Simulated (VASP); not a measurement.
# BN (R3m) in VASP: further runs, part 3 of 3

VASP 6.6.1. Earlier steps stand in the parts before.

## 6. Electric field gradients, PBEsol (equal xy, yz and zx shear strains of -2 %)

INCAR

```
ALGO = Normal
EDIFF = 1E-8
ENCUT = 520
GGA = PS
ISIF = 2
ISMEAR = -1
LASPH = T
LCHARG = F
LEFG = T
LREAL = F
LWAVE = F
NBANDS = 11
NELM = 80
PREC = Accurate
SIGMA = 0.03
```

KPOINTS

```
k-points
0
Gamma
  13 13 13
```

POSCAR

```
BN
1.0
   -0.0361500000      1.7894250000      1.7894250000
    1.7894250000     -0.0361500000      1.7894250000
    1.7894250000      1.7894250000     -0.0361500000
B N
1 1
Direct
    0.0000000000      0.0000000000      0.0000000000
    0.7500000000      0.7500000000      0.7500000000
```

Potentials or basis: VASP PAW PBE potentials, release 64 (B, N).

On the command line:

```console
> cat potpaw_PBE.64/B/POTCAR potpaw_PBE.64/N/POTCAR > POTCAR
> mpirun -np 1 vasp_std > vasp.out
```

OUTCAR:

```text
EDIFF = 1E-8
   ENCUT = 520
   GGA = PS
   ISIF = 2
   ISMEAR = -1
   LASPH = T
   LREAL = F
   NELM = 80
   PREC = Accurate

 ion  position               nearest neighbor table
   1  0.000  0.000  0.000-   2 1.53   2 1.58   2 1.58   2 1.58
   2  0.750  0.750  0.750-   1 1.53   1 1.58   1 1.58   1 1.58

  LATTYP: Found a trigonal (rhomboedric) cell.
 ALAT       =     2.5308872918
 COS(alpha) =     0.4797000918

  Lattice vectors:

 A1 = (  -0.0361500000,   1.7894250000,   1.7894250000)
 A2 = (   1.7894250000,  -0.0361500000,   1.7894250000)
 A3 = (   1.7894250000,   1.7894250000,  -0.0361500000)

Analysis of symmetry for initial positions (statically):
=====================================================================
 Subroutine PRICEL returns:
 Original cell was already a primitive cell.

 Routine SETGRP: Setting up the symmetry group for a
[... 524 lines left out ...]
  energy-cutoff  :      520.00
  volume of cell :       11.81
      direct lattice vectors                 reciprocal lattice vectors
    -0.036150000  1.789425000  1.789425000    -0.271091552  0.276681068  0.276681068
     1.789425000 -0.036150000  1.789425000     0.276681068 -0.271091552  0.276681068
     1.789425000  1.789425000 -0.036150000     0.276681068  0.276681068 -0.271091552

 POSITION                                       TOTAL-FORCE (eV/Angst)
 -----------------------------------------------------------------------------------
      0.00000      0.00000      0.00000         0.072725      0.072725      0.072725
      2.65702      2.65702      2.65703        -0.072725     -0.072725     -0.072725
 -----------------------------------------------------------------------------------
    total drift:                                0.000010      0.000010      0.000010

  FREE ENERGIE OF THE ION-ELECTRON SYSTEM (eV)
  ---------------------------------------------------
  free  energy   TOTEN  =       -18.3260716009 eV

  energy  without entropy=      -18.3260716009  energy(sigma->0) =      -18.32607160

 Electric field gradients (V/A^2)
---------------------------------------------------------------------
 ion       V_xx      V_yy      V_zz      V_xy      V_xz      V_yz
---------------------------------------------------------------------
   1      -0.000    -0.000    -0.000    -1.273    -1.273    -1.273
   2      -0.000    -0.000    -0.000    -3.290    -3.290    -3.290
---------------------------------------------------------------------

 Electric field gradients after diagonalization (V/A^2)
 (convention: |V_zz| > |V_xx| > |V_yy|)
----------------------------------------------------------------------
 ion       V_xx      V_yy      V_zz     asymmetry (V_yy - V_xx)/ V_zz
----------------------------------------------------------------------
   1       1.273     1.273    -2.546       0.000
   2       3.290     3.290    -6.580       0.000
----------------------------------------------------------------------

           NMR quadrupolar parameters

 Cq : quadrupolar parameter    Cq=e*Q*V_zz/h
 eta: asymmetry parameters     (V_yy - V_xx)/ V_zz
 Q  : nuclear electric quadrupole moment in mb (millibarn)
----------------------------------------------------------------------
 ion       Cq(MHz)       eta       Q (mb)
----------------------------------------------------------------------
   1      -0.006       0.000       1.000
   2      -0.016       0.000       1.000
----------------------------------------------------------------------
```

OSZICAR:

```text
N       E                     dE             d eps       ncg     rms          rms(c)
DAV:   1     0.968729247028E+01    0.96873E+01   -0.50088E+03  5205   0.729E+02
DAV:   2    -0.187721099664E+02   -0.28459E+02   -0.27651E+02  6077   0.165E+02
DAV:   3    -0.192764461345E+02   -0.50434E+00   -0.50347E+00  6032   0.188E+01
DAV:   4    -0.192770063728E+02   -0.56024E-03   -0.56023E-03  5405   0.701E-01
DAV:   5    -0.192770068665E+02   -0.49367E-06   -0.49364E-06  5850   0.205E-02    0.657E+00
DAV:   6    -0.184308330596E+02    0.84617E+00   -0.26876E+00  5385   0.937E+00    0.326E+00
DAV:   7    -0.183466584903E+02    0.84175E-01   -0.10027E-01  5828   0.254E+00    0.188E+00
DAV:   8    -0.183260575409E+02    0.20601E-01   -0.32832E-02  5727   0.125E+00    0.180E-01
DAV:   9    -0.183260505034E+02    0.70375E-05   -0.90173E-04  5430   0.253E-01    0.800E-02
DAV:  10    -0.183260696065E+02   -0.19103E-04   -0.67243E-05  5683   0.715E-02    0.134E-02
DAV:  11    -0.183260714769E+02   -0.18703E-05   -0.40949E-06  5653   0.161E-02    0.840E-03
DAV:  12    -0.183260715922E+02   -0.11531E-06   -0.81088E-07  5784   0.616E-03    0.841E-04
DAV:  13    -0.183260716009E+02   -0.86981E-08   -0.18051E-08  5301   0.127E-03
   1 F= -.18326072E+02 E0= -.18326072E+02  d E =-.113142E-10
```

It took 43 s on 1 thread of Intel Xeon 8259CL, shared host; peak memory 0.14 GiB.

Results:

| Property | Result |
| --- | --- |
| Free energy | -18.3261 eV |
| Pressure | -1.8 GPa |
| Largest force | 0.126 eV/Å |
| Band gap on the k mesh | 4.27 eV (least direct gap 8.43 eV) |
| Largest electric field gradient by atom | B -2.5; N -6.6 V/Å² |

Forces on the atoms (eV/Å):
```
B    0.073  0.073  0.073
N   -0.073 -0.073 -0.073
```

Stress tensor (GPa, compression positive):
```
-1.79  9.28  9.28
 9.28 -1.79  9.28
 9.28  9.28 -1.79
```

Levels at points of the mesh, in eV from the valence-band top:
| k point | band 1 | band 2 | band 3 | band 4 | band 5 | band 6 | band 7 | band 8 |
| --- | --- | --- | --- | --- | --- | --- | --- | --- |
| (0.00, 0.00, 0.00) | -20.32 | -0.09 | -0.09 | 0.00 | 8.43 | 8.43 | 8.88 | 10.60 |

Electric field gradients, principal values (V/Å²):
| atom | least | middle | greatest (by size) |
| --- | --- | --- | --- |
| 1 B | 1.273 | 1.273 | -2.546 |
| 2 N | 3.290 | 3.290 | -6.580 |

Caveat: the cell differs from its parent crystal (equal xy, yz and zx shear strains of -2 %); without QUAD_EFG the Cq values of the log hold for a quadrupole moment of 1 mb, not for the nuclei; the PAW data sets were made with another functional, which shifts forces and pressure a little; an odd mesh through Γ misses points on the zone boundary, where band edges can lie.

## 7. The runs side by side

| cell | gap on the mesh (eV) | pressure (GPa) | largest force (eV/Å) |
| --- | --- | --- | --- |
| a = 2.518 Å, angles 62.0°, 2 atoms | 4.23 | -1.1 | 0.23 |
| a = 2.543 Å, angles 60.7°, 2 atoms | 4.31 | -2.2 | 0.05 |
| a = 2.582 Å, angles 58.7°, 2 atoms | 4.29 | -1.8 | 0.03 |
| a = 2.531 Å, angles 61.3°, 2 atoms | 4.27 | -1.8 | 0.13 |

Alike in all rows: task electric field gradients; level PBEsol; potentials or basis VASP PAW PBE potentials, release 64 (B, N); no spin polarisation; k mesh 13 × 13 × 13; cutoff (eV) 520; smearing fermi-dirac 0.03 eV.

Caveats: the PAW data sets were made with another functional, which shifts forces and pressure a little; an odd mesh through Γ misses points on the zone boundary, where band edges can lie.

Total energies depend on the potentials used, so only differences within one code and one set of settings carry meaning.
